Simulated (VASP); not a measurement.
# Ga (Pm-3n) in VASP: single point with r2SCAN

Aim: the single point of Ga with r2SCAN.

Everything below comes from runs of VASP 6.6.1. Logs are shortened: lines on timing, memory, paths and dates and some standing lists are left out, and cuts for length are marked.

### Step 1. The cell of the first run

Symmetry: Pm-3n, No. 223, cubic system. Conventional cell: a = 5.377 Å, b = 5.377 Å, c = 5.377 Å, α = 90.00°, β = 90.00°, γ = 90.00°. Within 4.0 Å of Ga (site symmetry m-3) lie 12 Ga at 3.01 Å. Ga (site symmetry -4m2) has 14 Ga at 2.69 to 3.29 Å within 3.5 Å.

### Step 2. Single point, r2SCAN

Contents of POSCAR:

```
Ga
1.0
    5.3771721149      0.0000000000      0.0000000000
    0.0000000000      5.3771721149      0.0000000000
    0.0000000000      0.0000000000      5.3771721149
Ga
8
Direct
    0.5000000000      0.5000000000      0.5000000000
    0.0000000000      0.0000000000      0.0000000000
    0.2500000000      0.0000000000      0.5000000000
    0.5000000000      0.2500000000      0.0000000000
    0.5000000000      0.7500000000      0.0000000000
    0.7500000000      0.0000000000      0.5000000000
    0.0000000000      0.5000000000      0.7500000000
    0.0000000000      0.5000000000      0.2500000000
```

Contents of INCAR.step1:

```
PREC     = Accurate       # precision mode
ENCUT    = 520            # plane-wave cutoff, eV
ISMEAR   = 0              # smearing method
SIGMA    = 0.1            # smearing width, eV
LREAL    = F              # projectors in reciprocal space
LASPH    = T              # aspherical terms in the spheres
NELM     = 80             # most SCF steps
NBANDS   = 62             # bands
GGA      = PE             # functional
ALGO     = Normal         # electronic algorithm
EDIFF    = 1E-4           # SCF threshold, eV
LWAVE    = T              # write WAVECAR
LCHARG   = F              # write CHGCAR
```

Contents of INCAR.step2:

```
PREC     = Accurate       # precision mode
ENCUT    = 520            # plane-wave cutoff, eV
EDIFF    = 1E-6           # SCF threshold, eV
ISMEAR   = 0              # smearing method
SIGMA    = 0.1            # smearing width, eV
LREAL    = F              # projectors in reciprocal space
LASPH    = T              # aspherical terms in the spheres
NELM     = 80             # most SCF steps
ALGO     = Normal         # electronic algorithm
ISIF     = 2              # what is computed and relaxed
LWAVE    = F              # write WAVECAR
LCHARG   = T              # write CHGCAR
METAGGA  = R2SCAN         # meta-GGA
LMIXTAU  = T            
LELF     = T              # ELF
LVHAR    = T            
NBANDS   = 62             # bands
ISTART   = 1
```

Contents of KPOINTS:

```
Automatic mesh
0
Gamma
  4 4 4
```

Potentials or basis: VASP PAW PBE potentials, release 64 (Ga_d).

Started as:

```console
> cat potpaw_PBE.64/Ga_d/POTCAR > POTCAR
> cp INCAR.step1 INCAR
> mpirun -np 1 vasp_std > vasp.out
> cp INCAR.step2 INCAR
> mpirun -np 1 vasp_std > vasp.out
```

OUTCAR:

```text
PREC = Accurate
   ENCUT = 520
   EDIFF = 1E-6
   ISMEAR = 0
   LREAL = F
   LASPH = T
   NELM = 80
   ISIF = 2
   METAGGA = R2SCAN
   ISTART = 1

 ion  position               nearest neighbor table
   1  0.500  0.500  0.500-
   2  0.000  0.000  0.000-
   3  0.250  0.000  0.500-   6 2.69   6 2.69
   4  0.500  0.250  0.000-   5 2.69   5 2.69
   5  0.500  0.750  0.000-   4 2.69   4 2.69
   6  0.750  0.000  0.500-   3 2.69   3 2.69
   7  0.000  0.500  0.750-   8 2.69   8 2.69
   8  0.000  0.500  0.250-   7 2.69   7 2.69

  LATTYP: Found a simple cubic cell.
 ALAT       =     5.3771721149

  Lattice vectors:

 A1 = (   5.3771721149,   0.0000000000,   0.0000000000)
 A2 = (   0.0000000000,   5.3771721149,   0.0000000000)
 A3 = (   0.0000000000,   0.0000000000,   5.3771721149)

Analysis of symmetry for initial positions (statically):
=====================================================================
 Subroutine PRICEL returns:
 Original cell was already a primitive cell.

 Routine SETGRP: Setting up the symmetry group for a
 simple cubic supercell.

 Subroutine GETGRP returns: Found 48 space group operations
 (whereof 24 operations were pure point group operations)
 out of a pool of 48 trial point group operations.

The static configuration has the point symmetry T_h .
 The point group associated with its full space group is O_h .

Analysis of symmetry for dynamics (positions and initial velocities):
=====================================================================
 Subroutine PRICEL returns:
 Original cell was already a primitive cell.

 Routine SETGRP: Setting up the symmetry group for a
 simple cubic supercell.

 Subroutine GETGRP returns: Found 48 space group operations
 (whereof 24 operations were pure point group operations)
 out of a pool of 48 trial point group operations.

The dynamic configuration has the point symmetry T_h .
 The point group associated with its full space group is O_h .

 Subroutine INISYM returns: Found 48 space group operations
 (whereof 24 operations are pure point group operations),
 and found     1 'primitive' translations

----------------------------------------------------------------------------------------

                                     Primitive cell

  volume of cell :     155.4754

  direct lattice vectors                    reciprocal lattice vectors
     5.377172115  0.000000000  0.000000000     0.185971358  0.000000000  0.000000000
     0.000000000  5.377172115  0.000000000     0.000000000  0.185971358  0.000000000
     0.000000000  0.000000000  5.377172115     0.000000000  0.000000000  0.185971358

  length of vectors
     5.377172115  5.377172115  5.377172115     0.185971358  0.185971358  0.185971358

  position of ions in fractional coordinates (direct lattice)
     0.500000000  0.500000000  0.500000000
     0.000000000  0.000000000  0.000000000
     0.250000000  0.000000000  0.500000000
     0.500000000  0.250000000  0.000000000
     0.500000000  0.750000000  0.000000000
     0.750000000  0.000000000  0.500000000
     0.000000000  0.500000000  0.750000000
     0.000000000  0.500000000  0.250000000

  ion indices of the primitive-cell ions
   primitive index   ion index
                 1           1
                 2           2
                 3           3
                 4           4
                 5           5
                 6           6
                 7           7
                 8           8

----------------------------------------------------------------------------------------

 KPOINTS: Automatic mesh

Automatic generation of k-mesh.
 Grid dimensions read from file:
 generate k-points for:    4    4    4

 Generating k-lattice:

  Cartesian coordinates                     Fractional coordinates (reciprocal lattice)
     0.046492839  0.000000000  0.000000000     0.250000000  0.000000000  0.000000000
     0.000000000  0.046492839  0.000000000     0.000000000  0.250000000  0.000000000
     0.000000000  0.000000000  0.046492839     0.000000000  0.000000000  0.250000000

  Length of vectors
     0.046492839  0.046492839  0.046492839

  Shift w.r.t. Gamma in fractional coordinates (k-lattice)
     0.000000000  0.000000000  0.000000000

 Subroutine IBZKPT returns following result:
 ===========================================

 Found     10 irreducible k-points:

 Following reciprocal coordinates:
            Coordinates               Weight
  0.000000  0.000000  0.000000      1.000000
  0.250000  0.000000  0.000000      6.000000
  0.500000  0.000000  0.000000      3.000000
  0.250000  0.250000  0.000000     12.000000
  0.500000  0.250000  0.000000     12.000000
  0.500000  0.500000  0.000000      3.000000
  0.250000  0.250000  0.250000      8.000000
  0.500000  0.250000  0.250000     12.000000
  0.500000  0.500000  0.250000      6.000000
  0.500000  0.500000  0.500000      1.000000
   k-points           NKPTS =     10   k-points in BZ     NKDIM =     10   number of bands    NBANDS=     62
   number of dos      NEDOS =    301   number of ions     NIONS =      8
   total plane-waves  NPLWV =  64000
   dimension x,y,z NGX =    40 NGY =   40 NGZ =   40
   dimension x,y,z NGXF=    80 NGYF=   80 NGZF=   80
   ions per type =               8
   NGX,Y,Z   is equivalent  to a cutoff of  12.37, 12.37, 12.37 a.u.
   NGXF,Y,Z  is equivalent  to a cutoff of  24.73, 24.73, 24.73 a.u.
 SYSTEM =  unknown system
   PREC   = accura    normal or accurate (medium, high low for compatibility)
   ISTART =      1    job   : 0-new  1-cont  2-samecut
   ICHARG =      0    charge: 1-file 2-atom 10-const
   ISPIN  =      1    spin polarized calculation?
   LNONCOLLINEAR =      F non collinear calculations
   LSORBIT =      F    spin-orbit coupling
   LASPH  =      T    aspherical Exc in radial PAW
   ENCUT  =  520.0 eV  38.22 Ry    6.18 a.u.  10.00 10.00 10.00*2*pi/ulx,y,z
   NELM   =     80;   NELMIN=  2; NELMDL=  0     # of ELM steps
   EDIFF  = 0.1E-05   stopping-criterion for ELM
   LREAL  =      F    real-space projection
   EDIFFG = 0.1E-04   stopping-criterion for IOM
   NSW    =      0    number of steps for IOM
   IBRION =     -1    ionic relax: 0-MD 1-quasi-New 2-CG
   NFREE  =      0    steps in history (QN), initial steepest desc. (CG)
   ISIF   =      2    stress and relaxation
   ISYM   =      2    0-nonsym 1-usesym 2-fastsym
   POTIM  = 0.5000    time-step for ionic-motion
   TEBEG  =    0.0;   TEEND  =   0.0 temperature during run
   PSTRESS=    0.0 pullay stress
   NELECT =     104.0000    total number of electrons
   NUPDOWN=      -1.0000    fix difference up-down
   EMIN   =  10.00;   EMAX   =-10.00  energy-range for DOS
   EFERMI =   0.00;   METHOD = LEGACY
   ISMEAR =     0;   SIGMA  =   0.10  broadening in eV -4-tet -1-fermi 0-gaus
   EFERMI_NEDOS =   21; number of points for ismear=-14 and -15
   IALGO  =     38    algorithm
   IMIX   =      4    mixing-type and parameters
     AMIX     =   0.40;   BMIX     =  1.00
     AMIX_MAG =   1.60;   BMIX_MAG =  1.00
  volume/ion in A,a.u.               =      19.43       131.15
  Fermi-wavevector in a.u.,A,eV,Ry     =   1.431744  2.705604 27.890455  2.049891
  Thomas-Fermi vector in A             =   2.551447
   LORBIT       =      0    0 simple, 1 ext, 2 COOP (PROOUT), +10 PAW based schemes
   METAGGA = R2SCAN    functional components
   LHFCALC =     F    Hartree Fock is set to
   AEXX    =    0.0000 exact exchange contribution
   IVDW    =     0    specifies the selected vdW correction
   LEPSILON=     F    determine dielectric tensor
   LRPA    =     F    only Hartree local field effects (RPA)
 non-spin polarized calculation
 Gauss-broadening in eV      SIGMA  =   0.10
  energy-cutoff  :      520.00
  volume of cell :      155.48
 maximum number of plane-waves:      4224
 NGX is ok and might be reduce to    40
   NGX = 19   NGY = 19   NGZ = 19

 number of electron     104.0000096 magnetization

 Free energy of the ion-electron system (eV)
  ---------------------------------------------------
  ext. energy  EPLUGINS =         0.00000000
  ---------------------------------------------------
  free energy    TOTEN  =       -90.27809632 eV

  energy without entropy =      -90.26461340  energy(sigma->0) =      -90.27135486

 E-fermi :   5.1907     XC(G=0): -11.9999

 val. band max:        5.1758329418   @ k =   0.0000   0.0000   0.0000
 cond. band min:       5.3519491419   @ k =   0.2500   0.0000   0.0000
 fundamental gap:      0.1761162001
 Fermi energy:         5.1907151306

 k-point     1 :       0.0000    0.0000    0.0000
  band No.  band energies     occupation
      1     -10.4515      2.00000
      2     -10.4515      2.00000
      3     -10.4435      2.00000
      4     -10.3295      2.00000
      5     -10.3295      2.00000
      6     -10.3295      2.00000
[... 54 lines left out ...]
     61      10.5315      0.00000
     62      10.5315      0.00000

 k-point     2 :       0.2500    0.0000    0.0000
  band No.  band energies     occupation
      1     -10.4483      2.00000
      2     -10.4438      2.00000
      3     -10.3818      2.00000
      4     -10.3554      2.00000
      5     -10.3148      2.00000
      6     -10.3148      2.00000
[... 54 lines left out ...]
     61       9.1487      0.00000
     62       9.1487      0.00000

 k-point     3 :       0.5000    0.0000    0.0000
  band No.  band energies     occupation
      1     -10.4430      2.00000
      2     -10.4430      2.00000
      3     -10.3559      2.00000
      4     -10.3559      2.00000
      5     -10.3008      2.00000
      6     -10.3008      2.00000
[... 444 lines left out ...]
     61      10.0415      0.00000
     62      10.2188      0.00000

 k-point    10 :       0.5000    0.5000    0.5000
  band No.  band energies     occupation
      1     -10.2964      2.00000
      2     -10.2964      2.00000
      3     -10.2964      2.00000
      4     -10.2964      2.00000
      5     -10.2964      2.00000
      6     -10.2964      2.00000
[... 54 lines left out ...]
     61       9.4643      0.00000
     62       9.4643      0.00000

------------------------ aborting loop because EDIFF is reached ----------------------------------------

  FORCE on cell =-STRESS in cart. coord.  units (eV):
  Direction    XX          YY          ZZ          XY          YZ          ZX
  --------------------------------------------------------------------------------------
  -------------------------------------------------------------------------------------
  Total       -2.9998397     -2.9998397     -2.9998397      0.0000000      0.0000000     -0.0000000
  in kB      -30.9134028    -30.9134028    -30.9134028      0.0000000      0.0000000     -0.0000000
  external PRESSURE =     -30.9134028 kB  Pullay stress =       0.0000000 kB

 VOLUME and BASIS-vectors are now :
 -----------------------------------------------------------------------------
  energy-cutoff  :      520.00
  volume of cell :      155.48
      direct lattice vectors                 reciprocal lattice vectors
     5.377172115  0.000000000  0.000000000     0.185971358  0.000000000  0.000000000
     0.000000000  5.377172115  0.000000000     0.000000000  0.185971358  0.000000000
     0.000000000  0.000000000  5.377172115     0.000000000  0.000000000  0.185971358

 POSITION                                       TOTAL-FORCE (eV/Angst)
 -----------------------------------------------------------------------------------
      2.68859      2.68859      2.68859        -0.000000     -0.000000     -0.000000
      0.00000      0.00000      0.00000        -0.000000     -0.000000     -0.000000
      1.34429      0.00000      2.68859        -0.000000      0.000000     -0.000000
      2.68859      1.34429      0.00000        -0.000000     -0.000000     -0.000000
      2.68859      4.03288      0.00000        -0.000000      0.000000      0.000000
      4.03288      0.00000      2.68859         0.000000     -0.000000     -0.000000
      0.00000      2.68859      4.03288         0.000000     -0.000000     -0.000000
      0.00000      2.68859      1.34429         0.000000      0.000000     -0.000000
 -----------------------------------------------------------------------------------
    total drift:                               -0.000000     -0.000000     -0.000000

  FREE ENERGIE OF THE ION-ELECTRON SYSTEM (eV)
  ---------------------------------------------------
  free  energy   TOTEN  =       -90.2780963196 eV

  energy  without entropy=      -90.2646133978  energy(sigma->0) =      -90.27135486
```

Wall time 4.7 min (1 thread of Intel Xeon Platinum 8259CL at 2.50GHz (Skylake/Cascade Lake), shared host); peak memory 0.28 GiB.

Results:

```yaml
Free_energy: -90.2781 eV
Pressure: -3.1 GPa
Band_gap_on_the_k_mesh: zero (band 52 reaches 8.32 eV, above the bottom of band 53 at 4.37 eV)
```

Caveat: the PAW data sets were made with another functional, which shifts forces and pressure a little.
